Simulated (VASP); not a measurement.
A run of VASP 6.6.1 is set up as follows.

File INCAR:

```
SYSTEM = Ga16HO24
PREC = Accurate ; ENCUT = 520
EDIFF = 1E-6 ; ISMEAR = -1
SIGMA = 0.01 ; LREAL = Auto
LASPH = .True. ; NELM = 150
ALGO = Normal ; ISIF = 2
LWAVE = .False. ; LCHARG = .True.
ISPIN = 2 ; MAGMOM = 0.01 0.01 0.01 0.01 0.01 0.01 0.01 0.01 0.01 0.01 0.01 0.01 0.01 0.01 0.01 0.01 0.01 0.01 0.01 0.01 0.01 0.01 0.01 0.01 0.01 0.01 0.01 0.01 0.01 0.01 0.01 0.01 0.01 0.01 0.01 0.01 0.01 0.01 0.01 0.01 0
LORBIT = 11 ; NUPDOWN = 1.0
GGA = PE ; LELF = .True.
LVHAR = .True. ; NBANDS = 206
```

KPOINTS

```
Automatic mesh
0
Gamma
  1 1 1
  0 0 0
```

The input POSCAR:

```
Ga16HO24
1.0
    2.5289754500      1.4601046700      4.5413080100
   -5.0579508900      2.9202093400      9.0826160100
    0.0000000000     -5.8404185800      9.0826160400
Ga O H
16 24 1
Direct
    0.8453025785      0.4265540564      0.4288895304
    0.6341219185      0.3210003022      0.3222055799
    0.1251555628      0.0686498057      0.0766011921
    0.3388015161      0.1824222371      0.1715238014
    0.8507084708      0.4331912044      0.9274978048
    0.6341975369      0.3279409068      0.8211031142
    0.1243015458      0.0826124189      0.5872041152
    0.3537328534      0.1762213041      0.6869478676
    0.8504335008      0.9212798911      0.4323215938
    0.6735096084      0.8102864884      0.3007403788
    0.1422757476      0.5656541424      0.0739907572
    0.3637728270      0.6725076267      0.1776457358
    0.8527266622      0.9276878911      0.9280516373
    0.6385721217      0.8251189681      0.8202061528
    0.1379769244      0.5608955714      0.5804245349
    0.3539382826      0.6810359180      0.6788849692
    0.7360247083      0.2144031133      0.0389729066
    0.3938145161      0.0349205136      0.3890715354
    0.0393227386      0.3681756271      0.2308987277
    0.2380432418      0.2888162709      0.4681445317
    0.9295422927      0.1263817407      0.2734698139
    0.5480151736      0.4779209947      0.1209598006
    0.7384380053      0.2170399853      0.5415486799
    0.4420492008      0.0198690297      0.8845182512
    0.0430843531      0.3687462199      0.7346034812
    0.2423832747      0.2876677498      0.9649847736
    0.9403375194      0.1315917287      0.7782588759
    0.5424927914      0.4849188940      0.6187063294
    0.7502259584      0.7132340960      0.0368475806
    0.4403824660      0.5236344723      0.3821587000
    0.0385794132      0.8665086878      0.2339843842
    0.2572995701      0.8113422580      0.4589420274
    0.9596246520      0.6189983363      0.2693202786
    0.5442276652      0.9793275008      0.1206423240
    0.7564611292      0.7161941077      0.5337299215
    0.4468483269      0.5230101094      0.8788680580
    0.0458351994      0.8741180352      0.7306821902
    0.2463139635      0.7866974301      0.9671262897
    0.9479387150      0.6337732034      0.7676785681
    0.5466240096      0.9816065456      0.6198795210
    0.2877042702     -0.0428592465      0.4305447191
```

Potentials or basis: VASP PAW PBE potentials, release 64 (Ga_d, O, H).

The run is started by

```sh
$ cat potpaw_PBE.64/Ga_d/POTCAR potpaw_PBE.64/O/POTCAR potpaw_PBE.64/H/POTCAR > POTCAR
$ mpirun -np 1 vasp_gam > vasp.out
```

**Question.** Estimate the largest force.

**Answer.** 0.107 eV/Å.

**Question.** Estimate the pressure.

**Answer.** 6.6 GPa.

Stress tensor (GPa, compression positive):
```
 7.04 -2.06 -1.80
-2.06  8.21 -1.33
-1.80 -1.33  4.63
```

Caveat: the k points lie up to 1.17 Å⁻¹ apart, too coarse for converged energies, forces and pressures; the total moment is fixed, so each spin has its own Fermi level and the state may be an excited one.
